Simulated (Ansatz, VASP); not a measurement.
## In3Se in VASP and in Ansatz

File INCAR:

```
SYSTEM = In3Se
ALGO = Normal
EDIFF = 1E-6
ENCUT = 520
GGA = PE
ISIF = 2
ISMEAR = 1
LASPH = .TRUE.
LCHARG = .FALSE.
LREAL = .FALSE.
LWAVE = .FALSE.
NBANDS = 30
NELM = 60
PREC = Accurate
SIGMA = 0.1
```

File KPOINTS:

```
k-points
0
G
  10 10 10
  0 0 0
```

File POSCAR:

```
In3Se
1.0
    4.8037580000      0.0000000000      0.0000000000
    0.0000000000      4.8037580000      0.0000000000
    0.0000000000      0.0000000000      4.8037580000
In Se
3 1
Direct
    0.0000000000      0.5000000000      0.5000000000
    0.5000000000      0.0000000000      0.5000000000
    0.5000000000      0.5000000000      0.0000000000
    0.0000000000      0.0000000000      0.0000000000
```

Input for Ansatz:

```yaml
crystal:
  lattice:
    - [4.803758, 0.0, 0.0]
    - [0.0, 4.803758, 0.0]
    - [0.0, 0.0, 4.803758]
  atoms:
    - { symbol: In, position: [0.0, 0.5, 0.5] }
    - { symbol: In, position: [0.5, 0.0, 0.5] }
    - { symbol: In, position: [0.5, 0.5, 0.0] }
    - { symbol: Se, position: [0.0, 0.0, 0.0] }
basis:
  ecutwfc: 420
kpoints:
  mp_grid: { grid: [10, 10, 10] }
hamiltonian:
  xc: pbe
scf:
  occupations: { method: methfessel_paxton, width: 0.1 }
output:
  forces: true
  stress: true
  eigenvalues: true
```

Alike in both runs: task single point; functional PBE; k mesh 10 × 10 × 10; occupations methfessel-paxton of order 1, width 0.1 eV; no spin polarisation.

```csv
,VASP,Ansatz
version,VASP 6.6.1,Ansatz 0.2.0
potentials or method,"VASP PAW PBE potentials, release 64 (In_d, Se), cutoff 520 eV","scalar-relativistic, plane waves, PAW"
valence electrons in the cell,45,55
```

|  | VASP | Ansatz | Ansatz less VASP |
| --- | --- | --- | --- |
| gap on the k mesh at the Fermi level (eV) | none | none | - |
| pressure (GPa) | -0.3 | -0.3 | +0.02 |

A gap of «none» marks a metal or a gap that the smearing closes. VASP's potentials hold 45 valence electrons a cell and Ansatz's 55, so a difference there can come from the potentials and not from the codes.
